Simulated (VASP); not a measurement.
Input of a VASP 6.6.1 run:

Contents of INCAR:

```
  ALGO = Normal
  DIPOL = 0.5 0.5 0.313
  EDIFF = 1E-7
  ENCUT = 520
  GGA = PE
  IDIPOL = 3
  ISIF = 2
  ISMEAR = 0
  IVDW = 12
  LASPH = T
  LCHARG = F
  LDIPOL = T
  LREAL = F
  LWAVE = F
  NBANDS = 37
  NELM = 60
  PREC = Accurate
  SIGMA = 0.05
```

KPOINTS

```
k-points
0
Gamma
  8 7 1
```

Contents of POSCAR:

```
C11O
1.0
    3.6473242347      0.0000000000      0.0000000000
   -1.6658829406      3.9310150970      0.0000000000
    0.0000000000      0.0000000000     23.5809581735
C O
11 1
Direct
    0.5001799340      0.3333933113      0.1696283913
    0.4998200660      0.6666066887      0.1696283913
    0.5001799340      0.8333933113      0.2218942371
    0.4998200660      0.1666066887      0.2218942371
    0.5000212339      0.3353169667      0.2741412245
    0.4999787661      0.6646830333      0.2741412245
    0.5001286265      0.8366480408      0.3266192407
    0.4998713735      0.1633519592      0.3266192407
    0.4997623712      0.3544335279      0.3744953071
    0.5002376288      0.6455664721      0.3744953071
    0.4997623712      0.3544335279      0.5377626337
    0.4997623712      0.3544335279      0.4889944712
```

Potentials or basis: VASP PAW PBE potentials, release 64 (C, O).

The run is started by

```sh
$ cat potpaw_PBE.64/C/POTCAR potpaw_PBE.64/O/POTCAR > POTCAR
$ mpirun -np 1 vasp_std > vasp.out
```

Q: What does it give for the largest force?

A: 6.780 eV/Å.

Q: Predict the dispersion energy per atom.

A: -0.108 eV.

Forces in eV/Å, atoms in the order of the input:
```
C   -2.627  6.147  1.135
C    2.627 -6.147  1.134
C   -0.158  0.376 -1.177
C    0.162 -0.387 -1.175
C    0.002  0.005 -0.003
C   -0.016  0.028 -0.015
C    0.019 -0.045 -0.046
C    0.019 -0.044  0.031
C   -0.010  0.021 -0.354
C   -0.062  0.148 -0.031
C   -0.004  0.010 -0.646
O    0.048 -0.112  1.147
```
